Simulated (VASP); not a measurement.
# LiBPt (P-6m2) in VASP: a series of runs

Runs on LiBPt. Level: PBE. Tasks: single point, relaxation of cell and atoms.

All numbers are computed with VASP 6.6.1; they aren't measurements. Logs are shortened: lines on timing, memory, paths and dates and some standing lists are left out, and cuts for length are marked.

**1. The cell of the first run**

The structure is hexagonal, space group P-6m2 (No. 187). Conventional cell: a = 3.526 Å, b = 3.526 Å, c = 3.442 Å, α = 90.00°, β = 90.00°, γ = 120.00°. Li (site symmetry -6m2) has 6 Pt at 2.67 Å and 6 B at 2.67 Å and 8 Li at 3.44 to 3.53 Å within 3.6 Å. Within 2.7 Å of B (site symmetry -6m2) lie 3 Pt at 2.04 Å and 6 Li at 2.67 Å. Pt (site symmetry -6m2) has 3 B at 2.04 Å and 6 Li at 2.67 Å within 2.7 Å.

The cell was built from a structure type or drawn by symmetry, and may not be a known phase.

**2. Single point, PBE**

INCAR reads:

```
SYSTEM = LiBPt
PREC = Accurate
ENCUT = 520
EDIFF = 1E-7
ISMEAR = 0
SIGMA = 0.1
LREAL = .FALSE.
LASPH = .TRUE.
NELM = 60
ALGO = Normal
ISIF = 2
LWAVE = .FALSE.
LCHARG = .FALSE.
GGA = PE
NBANDS = 15
```

KPOINTS reads:

```
Automatic mesh
0
G
  6 6 6
  0 0 0
```

POSCAR reads:

```
LiBPt
1.0
    3.5257738900      0.0000000000      0.0000000000
   -1.7628869500      3.0534097600      0.0000000000
    0.0000000000      0.0000000000      3.4421702900
Li B Pt
1 1 1
Direct
    0.0000000000      0.0000000000      0.0000000000
    0.6666666700      0.3333333300      0.5000000000
    0.3333333300      0.6666666700      0.5000000000
```

Potentials or basis: VASP PAW PBE potentials, release 64 (Li_sv, B, Pt).

The run is started by

```bash
$ cat potpaw_PBE.64/Li_sv/POTCAR potpaw_PBE.64/B/POTCAR potpaw_PBE.64/Pt/POTCAR > POTCAR
$ mpirun -np 1 vasp_std > vasp.out
```

OUTCAR:

```text
SYSTEM = LiBPt
   PREC = Accurate
   ENCUT = 520
   EDIFF = 1E-7
   ISMEAR = 0
   LREAL = .FALSE.
   LASPH = .TRUE.
   NELM = 60
   ISIF = 2
   GGA = PE

 ion  position               nearest neighbor table
   1  0.000  0.000  0.000-   3 2.67   3 2.67   3 2.67   3 2.67   3 2.67   3 2.67
   2  0.667  0.333  0.500-   3 2.04   3 2.04   3 2.04
   3  0.333  0.667  0.500-   2 2.04   2 2.04   2 2.04   1 2.67   1 2.67   1 2.67   1 2.67   1 2.67
                             1 2.67

  LATTYP: Found a hexagonal cell.
 ALAT       =     3.5257738900
 C/A-ratio  =     0.9762878725

  Lattice vectors:

 A1 = (   3.5257738900,   0.0000000000,   0.0000000000)
 A2 = (  -1.7628869500,   3.0534097600,   0.0000000000)
 A3 = (   0.0000000000,   0.0000000000,   3.4421702900)

Analysis of symmetry for initial positions (statically):
=====================================================================
 Subroutine PRICEL returns:
 Original cell was already a primitive cell.

 Routine SETGRP: Setting up the symmetry group for a
 hexagonal supercell.

 Subroutine GETGRP returns: Found 12 space group operations
 (whereof 12 operations were pure point group operations)
 out of a pool of 24 trial point group operations.

The static configuration has the point symmetry D_3h.

Analysis of symmetry for dynamics (positions and initial velocities):
=====================================================================
 Subroutine PRICEL returns:
 Original cell was already a primitive cell.

 Routine SETGRP: Setting up the symmetry group for a
 hexagonal supercell.

 Subroutine GETGRP returns: Found 12 space group operations
 (whereof 12 operations were pure point group operations)
 out of a pool of 24 trial point group operations.

The dynamic configuration has the point symmetry D_3h.

 Subroutine INISYM returns: Found 12 space group operations
 (whereof 12 operations are pure point group operations),
 and found     1 'primitive' translations

----------------------------------------------------------------------------------------

                                     Primitive cell

  volume of cell :      37.0571

  direct lattice vectors                    reciprocal lattice vectors
     3.525773890  0.000000000  0.000000000     0.283625675  0.163751360  0.000000000
    -1.762886950  3.053409760  0.000000000     0.000000000  0.327502719  0.000000000
     0.000000000  0.000000000  3.442170290     0.000000000  0.000000000  0.290514389

  length of vectors
     3.525773890  3.525773895  3.442170290     0.327502720  0.327502719  0.290514389

  position of ions in fractional coordinates (direct lattice)
     0.000000000  0.000000000  0.000000000
     0.666666670  0.333333330  0.500000000
     0.333333330  0.666666670  0.500000000

  ion indices of the primitive-cell ions
   primitive index   ion index
                 1           1
                 2           2
                 3           3

----------------------------------------------------------------------------------------

 KPOINTS: Automatic mesh

Automatic generation of k-mesh.
 Grid dimensions read from file:
 generate k-points for:    6    6    6

 Generating k-lattice:

  Cartesian coordinates                     Fractional coordinates (reciprocal lattice)
     0.047270946  0.027291893  0.000000000     0.166666667 -0.000000000  0.000000000
     0.000000000  0.054583787  0.000000000     0.000000000  0.166666667  0.000000000
     0.000000000  0.000000000  0.048419065     0.000000000  0.000000000  0.166666667

  Length of vectors
     0.054583787  0.054583787  0.048419065

  Shift w.r.t. Gamma in fractional coordinates (k-lattice)
     0.000000000  0.000000000  0.000000000

 Subroutine IBZKPT returns following result:
 ===========================================

 Found     28 irreducible k-points:

 Following reciprocal coordinates:
            Coordinates               Weight
  0.000000  0.000000  0.000000      1.000000
  0.166667  0.000000  0.000000      6.000000
  0.333333  0.000000  0.000000      6.000000
  0.500000  0.000000  0.000000      3.000000
  0.166667  0.166667  0.000000      6.000000
  0.333333  0.166667  0.000000     12.000000
[... 16 lines left out ...]
  0.166667  0.000000  0.500000      6.000000
  0.333333  0.000000  0.500000      6.000000
 [... further k-points ...]
   k-points           NKPTS =     28   k-points in BZ     NKDIM =     28   number of bands    NBANDS=     15
   number of dos      NEDOS =    301   number of ions     NIONS =      3
   total plane-waves  NPLWV =  21952
   dimension x,y,z NGX =    28 NGY =   28 NGZ =   28
   dimension x,y,z NGXF=    56 NGYF=   56 NGZF=   56
   ions per type =               1   1   1
   NGX,Y,Z   is equivalent  to a cutoff of  13.20, 13.20, 13.52 a.u.
   NGXF,Y,Z  is equivalent  to a cutoff of  26.40, 26.40, 27.05 a.u.
 SYSTEM =  LiBPt
   PREC   = accura    normal or accurate (medium, high low for compatibility)
   ISTART =      0    job   : 0-new  1-cont  2-samecut
   ICHARG =      2    charge: 1-file 2-atom 10-const
   ISPIN  =      1    spin polarized calculation?
   LNONCOLLINEAR =      F non collinear calculations
   LSORBIT =      F    spin-orbit coupling
   LASPH  =      T    aspherical Exc in radial PAW
   ENCUT  =  520.0 eV  38.22 Ry    6.18 a.u.   6.56  6.56  6.40*2*pi/ulx,y,z
   NELM   =     60;   NELMIN=  2; NELMDL= -5     # of ELM steps
   EDIFF  = 0.1E-06   stopping-criterion for ELM
   LREAL  =      F    real-space projection
   EDIFFG = 0.1E-05   stopping-criterion for IOM
   NSW    =      0    number of steps for IOM
   IBRION =     -1    ionic relax: 0-MD 1-quasi-New 2-CG
   NFREE  =      0    steps in history (QN), initial steepest desc. (CG)
   ISIF   =      2    stress and relaxation
   ISYM   =      2    0-nonsym 1-usesym 2-fastsym
   POTIM  = 0.5000    time-step for ionic-motion
   TEBEG  =    0.0;   TEEND  =   0.0 temperature during run
   PSTRESS=    0.0 pullay stress
   NELECT =      16.0000    total number of electrons
   NUPDOWN=      -1.0000    fix difference up-down
   EMIN   =  10.00;   EMAX   =-10.00  energy-range for DOS
   EFERMI =   0.00;   METHOD = LEGACY
   ISMEAR =     0;   SIGMA  =   0.10  broadening in eV -4-tet -1-fermi 0-gaus
   EFERMI_NEDOS =   21; number of points for ismear=-14 and -15
   IALGO  =     38    algorithm
   IMIX   =      4    mixing-type and parameters
     AMIX     =   0.40;   BMIX     =  1.00
     AMIX_MAG =   1.60;   BMIX_MAG =  1.00
  volume/ion in A,a.u.               =      12.35        83.36
  Fermi-wavevector in a.u.,A,eV,Ry     =   1.237345  2.338243 20.830833  1.531023
  Thomas-Fermi vector in A             =   2.371916
   LORBIT       =      0    0 simple, 1 ext, 2 COOP (PROOUT), +10 PAW based schemes
   GGA     = PE    functional components
   LHFCALC =     F    Hartree Fock is set to
   AEXX    =    0.0000 exact exchange contribution
   IVDW    =     0    specifies the selected vdW correction
   LEPSILON=     F    determine dielectric tensor
   LRPA    =     F    only Hartree local field effects (RPA)
 non-spin polarized calculation
 Gauss-broadening in eV      SIGMA  =   0.10
  energy-cutoff  :      520.00
  volume of cell :       37.06
 maximum number of plane-waves:      1021
 NGX is ok and might be reduce to    28
   NGX = 13   NGY = 13   NGZ = 13

 number of electron      16.0000001 magnetization

 Free energy of the ion-electron system (eV)
  ---------------------------------------------------
  ext. energy  EPLUGINS =         0.00000000
  ---------------------------------------------------
  free energy    TOTEN  =       -15.49914004 eV

  energy without entropy =      -15.49462298  energy(sigma->0) =      -15.49688151

 E-fermi :   6.5108     XC(G=0): -10.9818

 val. band max:        6.4294477867   @ k =   0.3333   0.1667   0.0000
 cond. band min:       6.5972506029   @ k =   0.1667   0.1667   0.0000
 fundamental gap:      0.1678028162
 Fermi energy:         6.5108373589

 k-point     1 :       0.0000    0.0000    0.0000
  band No.  band energies     occupation
      1     -38.9769      2.00000
      2      -4.1956      2.00000
      3      -0.0223      2.00000
      4      -0.0223      2.00000
      5       1.9051      2.00000
      6       3.5237      2.00000
      7       3.5237      2.00000
      8       6.5996      0.20923
      9      12.1437      0.00000
     10      12.1437      0.00000
     11      12.7471      0.00000
     12      15.3152      0.00000
     13      15.3152      0.00000
     14      15.9508      0.00000
     15      17.7556      0.00000

 k-point     2 :       0.1667    0.0000    0.0000
  band No.  band energies     occupation
      1     -38.9760      2.00000
      2      -3.7747      2.00000
      3      -0.0766      2.00000
      4       0.3575      2.00000
      5       1.9719      2.00000
      6       2.9815      2.00000
      7       3.4732      2.00000
      8       7.5834      0.00000
      9       9.3624      0.00000
     10      10.4207      0.00000
     11      13.5224      0.00000
     12      15.5514      0.00000
     13      16.3593      0.00000
     14      16.5526      0.00000
     15      16.6699      0.00000

 k-point     3 :       0.3333    0.0000    0.0000
  band No.  band energies     occupation
      1     -38.9744      2.00000
      2      -2.8197      2.00000
      3       0.1530      2.00000
      4       1.3398      2.00000
      5       2.1054      2.00000
      6       2.2999      2.00000
      7       3.3744      2.00000
      8       5.5911      2.00000
      9       7.9833      0.00000
     10       9.2675      0.00000
     11      14.6333      0.00000
     12      14.9277      0.00000
     13      15.5154      0.00000
     14      16.8118      0.00000
     15      17.0107      0.00000

 k-point     4 :       0.5000    0.0000    0.0000
  band No.  band energies     occupation
      1     -38.9735      2.00000
      2      -2.3417      2.00000
      3       1.0326      2.00000
      4       2.0468      2.00000
      5       2.0693      2.00000
      6       2.1657      2.00000
      7       3.2783      2.00000
      8       3.3261      2.00000
      9       6.7235      0.00263
     10      10.0776      0.00000
     11      14.3948      0.00000
     12      15.2338      0.00000
     13      15.3262      0.00000
     14      16.8520      0.00000
     15      16.9539      0.00000
[... 307 lines left out ...]
 k-point    22 :       0.0000    0.0000    0.5000
  band No.  band energies     occupation
      1     -38.9740      2.00000
      2      -3.5785      2.00000
      3       0.1328      2.00000
      4       0.1328      2.00000
      5       2.5796      2.00000
      6       2.9696      2.00000
      7       2.9696      2.00000
      8       4.8206      2.00000
      9      12.7445      0.00000
     10      12.9970      0.00000
     11      12.9970      0.00000
     12      13.6941      0.00000
     13      15.6851      0.00000
     14      15.6851      0.00000
     15      19.4476      0.00000

 k-point    23 :       0.1667    0.0000    0.5000
  band No.  band energies     occupation
      1     -38.9735      2.00000
      2      -3.1252      2.00000
      3       0.0644      2.00000
      4       0.5093      2.00000
      5       1.6877      2.00000
      6       2.8701      2.00000
      7       4.0931      2.00000
      8       4.8216      2.00000
      9      10.6127      0.00000
     10      11.4895      0.00000
     11      12.7076      0.00000
     12      13.5104      0.00000
     13      15.8284      0.00000
     14      15.9272      0.00000
     15      18.9623      0.00000

 k-point    24 :       0.3333    0.0000    0.5000
  band No.  band energies     occupation
      1     -38.9724      2.00000
      2      -2.1369      2.00000
      3       0.3336      2.00000
      4       0.9884      2.00000
      5       1.4660      2.00000
      6       2.6803      2.00000
      7       4.6183      2.00000
      8       5.4133      2.00000
      9       6.9659      0.00000
     10       9.0185      0.00000
     11      11.0481      0.00000
     12      15.0548      0.00000
     13      16.0547      0.00000
     14      16.0636      0.00000
     15      18.8330      0.00000

 [... further k-points ...]

------------------------ aborting loop because EDIFF is reached ----------------------------------------

  FORCE on cell =-STRESS in cart. coord.  units (eV):
  Direction    XX          YY          ZZ          XY          YZ          ZX
  --------------------------------------------------------------------------------------
  -------------------------------------------------------------------------------------
  Total        1.2437998      1.2437998      1.3007285     -0.0000000     -0.0000000      0.0000000
  in kB       53.7760832     53.7760834     56.2374157     -0.0000001     -0.0000000      0.0000000
  external PRESSURE =      54.5965274 kB  Pullay stress =       0.0000000 kB

 VOLUME and BASIS-vectors are now :
 -----------------------------------------------------------------------------
  energy-cutoff  :      520.00
  volume of cell :       37.06
      direct lattice vectors                 reciprocal lattice vectors
     3.525773890  0.000000000  0.000000000     0.283625675  0.163751360  0.000000000
    -1.762886950  3.053409760  0.000000000     0.000000000  0.327502719  0.000000000
     0.000000000  0.000000000  3.442170290     0.000000000  0.000000000  0.290514389

 POSITION                                       TOTAL-FORCE (eV/Angst)
 -----------------------------------------------------------------------------------
      0.00000      0.00000      0.00000         0.000000     -0.000000      0.000000
      1.76289      1.01780      1.72109         0.000000     -0.000000      0.000000
     -0.00000      2.03561      1.72109        -0.000000      0.000000      0.000000
 -----------------------------------------------------------------------------------
    total drift:                                0.000005     -0.000003      0.000000

  FREE ENERGIE OF THE ION-ELECTRON SYSTEM (eV)
  ---------------------------------------------------
  free  energy   TOTEN  =       -15.4991400373 eV

  energy  without entropy=      -15.4946229780  energy(sigma->0) =      -15.49688151
```

It took 31 s on 1 thread of Intel Xeon 8259CL, shared host; peak memory 0.16 GiB.

What came out:

* Free energy: -15.4991 eV
* Band gap on the k mesh: zero (bands 8 and 9 overlap by 2.51 eV)

Levels at points of the mesh, in eV from the Fermi level:
```tsv
k point	band 4	band 5	band 6	band 7	band 8	band 9	band 10	band 11	band 12	band 13
(0.00, 0.00, 0.00)	-6.53	-4.61	-2.99	-2.99	0.09	5.63	5.63	6.24	8.80	8.80
(0.50, 0.00, 0.00)	-4.46	-4.44	-4.35	-3.23	-3.18	0.21	3.57	7.88	8.72	8.82
(0.00, 0.00, 0.50)	-6.38	-3.93	-3.54	-3.54	-1.69	6.23	6.49	6.49	7.18	9.17
(0.50, 0.00, 0.50)	-5.09	-4.37	-3.92	-3.10	-0.83	-0.38	1.24	3.65	9.40	9.53
```

Caveat: the cutoff is under 1.25 times the usual one of these potentials, so pressure, stress and relaxed cells hold a basis-set (Pulay) error; spin-orbit coupling is left out, which moves the levels of the heavy elements.

**3. Single point, PBE**

This run uses another cell than the first one, of 14.18 Å³/atom.

INCAR reads:

```
SYSTEM = LiBPt
ALGO = Normal
EDIFF = 1E-6
ENCUT = 520
GGA = PE
ISIF = 2
ISMEAR = 0
LASPH = .TRUE.
LCHARG = .FALSE.
LREAL = .FALSE.
LWAVE = .FALSE.
NBANDS = 15
NELM = 100
PREC = Accurate
SIGMA = 0.1
```

KPOINTS reads:

```
k-points
0
G
  6 6 6
  0 0 0
```

POSCAR reads:

```
LiBPt
1.0
    3.4937649370      0.0000000029      0.0000000000
   -1.7468824710      3.0256891889      0.0000000000
    0.0000000000      0.0000000000      4.0244732710
Li B Pt
1 1 1
Direct
    0.0000000000      0.0000000000      0.0000000000
    0.6666666667      0.3333333333      0.5000000000
    0.3333333333      0.6666666667      0.5000000000
```

Potentials or basis: VASP PAW PBE potentials, release 64 (Li_sv, B, Pt).

The run is started by

```bash
$ cat potpaw_PBE.64/Li_sv/POTCAR potpaw_PBE.64/B/POTCAR potpaw_PBE.64/Pt/POTCAR > POTCAR
$ mpirun -np 1 vasp_std > vasp.out
```

Run time: 32 s. Hardware: 1 thread of Intel Xeon 8259CL, shared host; peak memory 0.17 GiB.

It converged, with:

* Free energy: -15.6161 eV
* Band gap on the k mesh: zero (bands 8 and 9 overlap by 1.69 eV)

Levels at points of the mesh, in eV from the Fermi level:
```tsv
k point	band 6	band 7	band 8	band 9	band 10	band 11
(0.00, 0.00, 0.00)	-3.21	-3.21	-1.36	5.93	6.19	6.19
(0.50, 0.00, 0.00)	-3.89	-3.44	-3.11	0.76	2.68	5.93
(0.00, 0.00, 0.50)	-3.38	-3.38	-2.82	6.22	6.35	6.59
(0.50, 0.00, 0.50)	-3.70	-3.23	-1.88	-0.25	1.23	3.63
```

Caveat: the cutoff is under 1.25 times the usual one of these potentials, so pressure, stress and relaxed cells hold a basis-set (Pulay) error; spin-orbit coupling is left out, which moves the levels of the heavy elements.

[end of part 1 of 2]
